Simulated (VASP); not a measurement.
# Na6HF5 (P-3m1) in VASP: single point with PBE

Aim: the single point of Na6HF5 with PBE.

Program: VASP 6.6.1. These are calculated values, not measurements. Logs are shortened: lines on timing, memory, paths and dates and some standing lists are left out, and cuts for length are marked.

**1. The cell of the first run**

It takes space group P-3m1 (No. 164, trigonal). Conventional cell: a = 3.337 Å, b = 3.337 Å, c = 16.347 Å, α = 90.00°, β = 90.00°, γ = 120.00°. Na (site symmetry 3m) has 3 F at 2.36 Å and 3 H at 2.38 Å within 3.1 Å. Within 3.1 Å of Na (site symmetry 3m) lie 6 F at 2.35 Å. Within 3.1 Å of Na (site symmetry 3m) lie 6 F at 2.35 Å. Within 3.1 Å of F (site symmetry 3m) lie 6 Na at 2.35 Å. F (site symmetry 3m) has 6 Na at 2.35 to 2.36 Å within 3.1 Å. F (site symmetry -3m) has 6 Na at 2.35 Å within 3.1 Å. Within 3.1 Å of H (site symmetry -3m) lie 6 Na at 2.38 Å.

**2. Single point, PBE**

Contents of INCAR:

```
SYSTEM = Na6HF5
ALGO = Normal
EDIFF = 1E-6
ENCUT = 520
GGA = PE
ISIF = 2
ISMEAR = 0
LASPH = .True.
LCHARG = .False.
LREAL = .False.
LWAVE = .False.
NBANDS = 51
NELM = 100
PREC = Accurate
SIGMA = 0.02
```

Contents of KPOINTS:

```
k-points
0
Gamma
  9 9 2
  0 0 0
```

Contents of POSCAR:

```
Na6HF5
1.0
    3.3372462192      0.0000000000      0.0000000000
   -1.6686231096      2.8901400045      0.0000000000
    0.0000000000      0.0000000000     16.3474876902
Na F H
6 5 1
Direct
    0.0000000000      0.0000000000      0.0023320084
    0.3333333333      0.6666666667      0.1682295552
    0.6666666667      0.3333333333      0.3338563646
    0.0000000000      1.0000000000      0.4994769687
    0.3333333333      0.6666666667      0.6651037782
    0.6666666667      0.3333333333      0.8310013250
    0.0000000000      1.0000000000      0.2510439957
    0.6666666667      0.3333333333      0.0854353952
    0.3333333333      0.6666666667      0.4166666667
    0.0000000000      1.0000000000      0.7478979381
    0.6666666667      0.3333333333      0.5822893376
    0.3333333333      0.6666666667      0.9166666667
```

Potentials or basis: VASP PAW PBE potentials, release 64 (Na_pv, F, H).

Command:

```
$ cat potpaw_PBE.64/Na_pv/POTCAR potpaw_PBE.64/F/POTCAR potpaw_PBE.64/H/POTCAR > POTCAR
$ mpirun -np 1 vasp_std > vasp.out
```

OUTCAR:

```text
SYSTEM = Na6HF5
   EDIFF = 1E-6
   ENCUT = 520
   GGA = PE
   ISIF = 2
   ISMEAR = 0
   LASPH = .True.
   LREAL = .False.
   NELM = 100
   PREC = Accurate

 ion  position               nearest neighbor table
   1  0.000  0.000  0.002-
   2  0.333  0.667  0.168-
   3  0.667  0.333  0.334-
   4  0.000  0.000  0.499-
   5  0.333  0.667  0.665-
   6  0.667  0.333  0.831-
   7  0.000  0.000  0.251-
   8  0.667  0.333  0.085-
   9  0.333  0.667  0.417-
  10  0.000  0.000  0.748-
  11  0.667  0.333  0.582-
  12  0.333  0.667  0.917-

  LATTYP: Found a hexagonal cell.
 ALAT       =     3.3372462192
 C/A-ratio  =     4.8984961302

  Lattice vectors:

 A1 = (   3.3372462192,   0.0000000000,   0.0000000000)
 A2 = (  -1.6686231096,   2.8901400045,   0.0000000000)
 A3 = (   0.0000000000,   0.0000000000,  16.3474876902)

Analysis of symmetry for initial positions (statically):
=====================================================================
 Subroutine PRICEL returns:
 Original cell was already a primitive cell.

 Routine SETGRP: Setting up the symmetry group for a
 hexagonal supercell.

 Subroutine GETGRP returns: Found 12 space group operations
 (whereof  6 operations were pure point group operations)
 out of a pool of 24 trial point group operations.

The static configuration has the point symmetry C_3v.
 The point group associated with its full space group is D_3d.

Analysis of symmetry for dynamics (positions and initial velocities):
=====================================================================
 Subroutine PRICEL returns:
 Original cell was already a primitive cell.

 Routine SETGRP: Setting up the symmetry group for a
 hexagonal supercell.

 Subroutine GETGRP returns: Found 12 space group operations
 (whereof  6 operations were pure point group operations)
 out of a pool of 24 trial point group operations.

The dynamic configuration has the point symmetry C_3v.
 The point group associated with its full space group is D_3d.

 Subroutine INISYM returns: Found 12 space group operations
[... 118 lines left out ...]
   EDIFFG = 0.1E-04   stopping-criterion for IOM
   NSW    =      0    number of steps for IOM
   IBRION =     -1    ionic relax: 0-MD 1-quasi-New 2-CG
   NFREE  =      0    steps in history (QN), initial steepest desc. (CG)
   ISIF   =      2    stress and relaxation
   ISYM   =      2    0-nonsym 1-usesym 2-fastsym
   POTIM  = 0.5000    time-step for ionic-motion
   TEBEG  =    0.0;   TEEND  =   0.0 temperature during run
   PSTRESS=    0.0 pullay stress
   NELECT =      78.0000    total number of electrons
   NUPDOWN=      -1.0000    fix difference up-down
   EMIN   =  10.00;   EMAX   =-10.00  energy-range for DOS
   EFERMI =   0.00;   METHOD = LEGACY
   ISMEAR =     0;   SIGMA  =   0.02  broadening in eV -4-tet -1-fermi 0-gaus
   EFERMI_NEDOS =   21; number of points for ismear=-14 and -15
   IALGO  =     38    algorithm
   IMIX   =      4    mixing-type and parameters
     AMIX     =   0.40;   BMIX     =  1.00
     AMIX_MAG =   1.60;   BMIX_MAG =  1.00
  volume/ion in A,a.u.               =      13.14        88.67
  Fermi-wavevector in a.u.,A,eV,Ry     =   1.294753  2.446729 22.808613  1.676386
  Thomas-Fermi vector in A             =   2.426316
   LORBIT       =      0    0 simple, 1 ext, 2 COOP (PROOUT), +10 PAW based schemes
   GGA     = PE    functional components
   LHFCALC =     F    Hartree Fock is set to
   AEXX    =    0.0000 exact exchange contribution
   IVDW    =     0    specifies the selected vdW correction
   LEPSILON=     F    determine dielectric tensor
   LRPA    =     F    only Hartree local field effects (RPA)
 non-spin polarized calculation
 Gauss-broadening in eV      SIGMA  =   0.02
  energy-cutoff  :      520.00
  volume of cell :      157.67
 maximum number of plane-waves:      4290
 NGX is ok and might be reduce to    28
   NGX = 13   NGY = 13   NGZ = 61

 number of electron      77.9999989 magnetization

 Free energy of the ion-electron system (eV)
  ---------------------------------------------------
  ext. energy  EPLUGINS =         0.00000000
  ---------------------------------------------------
  free energy    TOTEN  =       -47.91435852 eV

  energy without entropy =      -47.91435852  energy(sigma->0) =      -47.91435852

 E-fermi :   0.3711     XC(G=0):  -8.7498

 val. band max:        0.1835212336   @ k =   0.3333   0.3333   0.5000
 cond. band min:       3.5287516619   @ k =   0.0000   0.0000   0.5000
 fundamental gap:      3.3452304283
 Fermi energy:         0.3710855748

 k-point     1 :       0.0000    0.0000    0.0000
  band No.  band energies     occupation
      1     -22.3089      2.00000
      2     -22.2476      2.00000
      3     -22.1583      2.00000
      4     -22.0147      2.00000
      5     -21.8659      2.00000
      6     -21.7030      2.00000
[... 1285 lines left out ...]
     50      10.2098      0.00000
     51      10.4770      0.00000

------------------------ aborting loop because EDIFF is reached ----------------------------------------

  FORCE on cell =-STRESS in cart. coord.  units (eV):
  Direction    XX          YY          ZZ          XY          YZ          ZX
  --------------------------------------------------------------------------------------
  -------------------------------------------------------------------------------------
  Total       -0.1303741     -0.1303741     -0.1269380     -0.0000000      0.0000000     -0.0000000
  in kB       -1.3247800     -1.3247800     -1.2898644     -0.0000000      0.0000000     -0.0000000
  external PRESSURE =      -1.3131415 kB  Pullay stress =       0.0000000 kB

 VOLUME and BASIS-vectors are now :
 -----------------------------------------------------------------------------
  energy-cutoff  :      520.00
  volume of cell :      157.67
      direct lattice vectors                 reciprocal lattice vectors
     3.337246219  0.000000000  0.000000000     0.299648253  0.173002000  0.000000000
    -1.668623110  2.890140005  0.000000000     0.000000000  0.346003999  0.000000000
     0.000000000  0.000000000 16.347487690     0.000000000  0.000000000  0.061171479

 POSITION                                       TOTAL-FORCE (eV/Angst)
 -----------------------------------------------------------------------------------
      0.00000      0.00000      0.03812        -0.000000     -0.000000     -0.004193
     -0.00000      1.92676      2.75013        -0.000000     -0.000000     -0.000594
      1.66862      0.96338      5.45771         0.000000     -0.000000     -0.000827
      0.00000      0.00000      8.16519        -0.000000      0.000000      0.000827
     -0.00000      1.92676     10.87278         0.000000     -0.000000      0.000594
      1.66862      0.96338     13.58478        -0.000000      0.000000      0.004193
      0.00000      0.00000      4.10394        -0.000000      0.000000      0.000168
      1.66862      0.96338      1.39665        -0.000000      0.000000      0.000959
     -0.00000      1.92676      6.81145         0.000000     -0.000000      0.000000
      0.00000      0.00000     12.22625         0.000000     -0.000000     -0.000959
      1.66862      0.96338      9.51897        -0.000000     -0.000000     -0.000168
     -0.00000      1.92676     14.98520        -0.000000     -0.000000      0.000000
 -----------------------------------------------------------------------------------
    total drift:                                0.000000     -0.000000     -0.000047

  FREE ENERGIE OF THE ION-ELECTRON SYSTEM (eV)
  ---------------------------------------------------
  free  energy   TOTEN  =       -47.9143585243 eV

  energy  without entropy=      -47.9143585243  energy(sigma->0) =      -47.91435852
```

OSZICAR:

```text
N       E                     dE             d eps       ncg     rms          rms(c)
DAV:   1     0.110266472728E+04    0.11027E+04   -0.39531E+04  2448   0.191E+03
DAV:   2     0.120075488863E+03   -0.98259E+03   -0.92697E+03  2656   0.553E+02
DAV:   3    -0.442134418971E+02   -0.16429E+03   -0.16137E+03  2791   0.223E+02
DAV:   4    -0.526785600512E+02   -0.84651E+01   -0.84215E+01  2792   0.519E+01
DAV:   5    -0.528817974405E+02   -0.20324E+00   -0.20302E+00  2727   0.865E+00    0.125E+01
DAV:   6    -0.480320055120E+02    0.48498E+01   -0.16528E+01  3259   0.204E+01    0.439E+00
DAV:   7    -0.479282491002E+02    0.10376E+00   -0.40006E-01  2775   0.382E+00    0.265E+00
DAV:   8    -0.479034286867E+02    0.24820E-01   -0.23764E-01  3119   0.474E+00    0.390E-01
DAV:   9    -0.479135177817E+02   -0.10089E-01   -0.44063E-02  2979   0.137E+00    0.158E-01
DAV:  10    -0.479141431133E+02   -0.62533E-03   -0.44235E-03  2910   0.715E-01    0.455E-02
DAV:  11    -0.479143316726E+02   -0.18856E-03   -0.38619E-04  2823   0.201E-01    0.265E-02
DAV:  12    -0.479143524206E+02   -0.20748E-04   -0.52996E-05  2949   0.495E-02    0.119E-02
DAV:  13    -0.479143579264E+02   -0.55059E-05   -0.24395E-05  2812   0.338E-02    0.540E-03
DAV:  14    -0.479143585243E+02   -0.59791E-06   -0.12381E-06  1950   0.131E-02
   1 F= -.47914359E+02 E0= -.47914359E+02  d E =-.172059E-41
```

stdout:

```text
POSCAR found type information on POSCAR NaF H
 POSCAR found :  3 types and      12 ions
 scaLAPACK will be used
 LDA part: xc-table for (Slater+PW92), standard interpolation
 POSCAR, INCAR and KPOINTS ok, starting setup
 FFT: planning ... GRIDC
 FFT: planning ... GRID_SOFT
 FFT: planning ... GRID
 WAVECAR not read
 entering main loop
```

It took 2.9 min on 1 thread of Intel Xeon Platinum 8488C (Sapphire Rapids), shared host; peak memory 0.36 GiB.

Results:

```yaml
Free_energy: -47.9144 eV
Pressure: -0.1 GPa
Largest_force: 0.004 eV/Å
Band_gap_on_the_k_mesh: 3.35 eV (least direct gap 5.34 eV)
```

Forces on the atoms (eV/Å):
```
Na   0.000  0.000 -0.004
Na   0.000  0.000 -0.001
Na   0.000  0.000 -0.001
Na   0.000  0.000  0.001
Na   0.000  0.000  0.001
Na   0.000  0.000  0.004
F    0.000  0.000  0.000
F    0.000  0.000  0.001
F    0.000  0.000  0.000
F    0.000  0.000 -0.001
F    0.000  0.000  0.000
H    0.000  0.000  0.000
```

Caveat: an odd mesh through Γ misses points on the zone boundary, where band edges can lie.
